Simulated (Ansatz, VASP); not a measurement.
# Two plane-wave programs on Ti2B

```
Ti B
1.0
     5.59023    0.00000    0.00000
    -2.79511    4.84128    0.00000
     0.00000    0.00000    3.14387
Ti B
4 2
Direct
  0.50000 0.00000 0.00000
  0.00000 0.50000 0.00000
  0.50000 0.50000 0.00000
  0.00000 0.00000 0.50000
  0.33333 0.66667 0.50000
  0.66667 0.33333 0.50000
```

Alike in both runs: functional PBE; k mesh 6 × 6 × 6; occupations gaussian, width 0.1 eV; no spin polarisation.

Ansatz relaxed the structure, and its values are those at the end. VASP's run is a single point on that final structure, the one shown.

```csv
,VASP,Ansatz
version,VASP 6.6.1,Ansatz 0.2.0
potentials or method,"VASP PAW PBE potentials, release 64 (Ti_sv, B), cutoff 520 eV","scalar-relativistic, plane waves, PAW"
valence electrons in the cell,54,54
```

```csv
,VASP,Ansatz,Ansatz less VASP
gap on the k mesh at the Fermi level (eV),none,none,-
pressure (GPa),-0.2,-0.2,+0.06
```

A gap of «none» marks a metal or a gap that the smearing closes. With one functional, cell and mesh, what is left measures potentials, basis and numerics.
